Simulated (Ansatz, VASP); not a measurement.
# SnO2: VASP beside Ansatz

The input INCAR:

```
  ALGO = Normal
  EDIFF = 1E-6
  ENCUT = 520
  GGA = RP
  ISIF = 2
  ISMEAR = -1
  IVDW = 13
  LASPH = T
  LCHARG = F
  LREAL = F
  LWAVE = F
  NBANDS = 35
  NELM = 80
  PREC = Accurate
  SIGMA = 0.05
```

Contents of KPOINTS:

```
k-points
0
Gamma
  6 6 8
```

Contents of POSCAR:

```
SnO2
1.0
    4.8309255526      0.0000000000      0.0000000000
    0.0000000000      4.8309255526      0.0000000000
    0.0000000000      0.0000000000      3.2489962586
Sn O
2 4
Direct
    0.5000000000      0.5000000000      0.5000000000
    0.0000000000      0.0000000000      0.0000000000
    0.8071000000      0.1929000000      0.5000000000
    0.6929000000      0.6929000000      0.0000000000
    0.1929000000      0.8071000000      0.5000000000
    0.3071000000      0.3071000000      0.0000000000
```

File input.yaml:

```yaml
crystal:
  lattice:
    - [4.8309255526, 0.0, 0.0]
    - [0.0, 4.8309255526, 0.0]
    - [0.0, 0.0, 3.2489962586]
  atoms:
    - { symbol: Sn, position: [0.5, 0.5, 0.5] }
    - { symbol: Sn, position: [0.0, 0.0, 0.0] }
    - { symbol: O, position: [0.8071, 0.1929, 0.5] }
    - { symbol: O, position: [0.6929, 0.6929, 0.0] }
    - { symbol: O, position: [0.1929, 0.8071, 0.5] }
    - { symbol: O, position: [0.3071, 0.3071, 0.0] }
hamiltonian:
  xc: rpbe
  pseudopotentials: { kind: paw }
  dispersion: d4
kpoints:
  mp_grid: { grid: [6, 6, 8] }
scf:
  occupations: { method: fermi_dirac, width: 0.05 }
output:
  forces: true
  stress: true
  eigenvalues: true
  write_density: true
  write_potential: true
  elf: true
  volumetric_format: npy
```

Alike in both runs: task single point; functional RPBE; dispersion D4; k mesh 6 × 6 × 8; occupations fermi-dirac, width 0.05 eV; no spin polarisation.

|  | VASP | Ansatz |
| --- | --- | --- |
| version | VASP 6.6.1 | Ansatz 0.2.0 |
| potentials or method | VASP PAW PBE potentials, release 64 (Sn_d, O) | Ansatz PAW |
| plane-wave cutoff (eV) | 520 | 420 |
| valence electrons in the cell | 52 | 52 |

```csv
,VASP,Ansatz,Ansatz less VASP
gap on the k mesh at the Fermi level (eV),0.71,0.72,+0.013
least direct gap on the mesh (eV),0.71,0.72,+0.013
pressure (GPa),-3.5,-4.1,-0.58
"traceless stress, the component that is largest in VASP (GPa)",0.35,0.16,-0.188
rms of the force components (eV/Å),0.051,0.043,-0.0089
```

VASP's potentials were made for PBE, not for RPBE. Atom by atom the forces differ by 0.009 eV/Å (rms over components).
